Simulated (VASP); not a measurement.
Set up this calculation in VASP 6.6.1, as the native input.

```
Task                   : single point
Functional             : PBE
Potentials or basis    : VASP PAW PBE potentials, release 64 (W_sv, I)
Cutoff                 : 500 eV
k mesh                 : 6 × 6 × 12
Occupations            : gaussian, width 0.1 eV
Spin                   : no spin polarisation
Dipole correction      : no
Further INCAR settings : ALGO = Normal; EDIFF = 1e-06; NBANDS = 37
```

The structure of WI6 lies in POSCAR:

```
WI6
1.0
   10.8861391700      0.0000000000      0.0000000000
   -5.4430695850      9.4276730704      0.0000000000
    0.0000000000      0.0000000000      2.9862561597
W I
1 6
Direct
    0.0000000000      0.0000000000      0.0000000000
    0.3297570046      0.0000000000      0.5000000000
    0.6702429954      0.0000000000      0.5000000000
    0.0000000000      0.3297570046      0.5000000000
    0.0000000000      0.6702429954      0.5000000000
    0.6702429954      0.6702429954      0.5000000000
    0.3297570046      0.3297570046      0.5000000000
```

The cell was generated, and may not be a known phase.

One way to write it, as run:

INCAR

```
ALGO = Normal
EDIFF = 1E-6
ENCUT = 500
GGA = PE
GGA_COMPAT = F
ISIF = 2
ISMEAR = 0
LASPH = T
LCHARG = F
LREAL = F
LWAVE = F
NBANDS = 37
NELM = 120
PREC = Accurate
SIGMA = 0.1
```

KPOINTS

```
k-points
0
Gamma
  6 6 12
```

Potentials or basis: VASP PAW PBE potentials, release 64 (W_sv, I).

Command:

```console
$ cat potpaw_PBE.64/W_sv/POTCAR potpaw_PBE.64/I/POTCAR > POTCAR
$ mpirun -np 1 vasp_std > vasp.out
```

Results of the run:

```
Pressure               : 0.0 GPa
Band gap on the k mesh : zero (bands 28 and 29 overlap by 2.22 eV)
```

Caveat: spin-orbit coupling is left out, which moves the levels of the heavy elements; this functional lacks dispersion, which binds layers or chains, so the pressure and a relaxed spacing across them are unreliable.

It took 9.4 min on 1 thread of Intel(R) Xeon(R) Platinum 8488C (Sapphire Rapids), with other jobs on the host, peak memory 0.69 GiB.
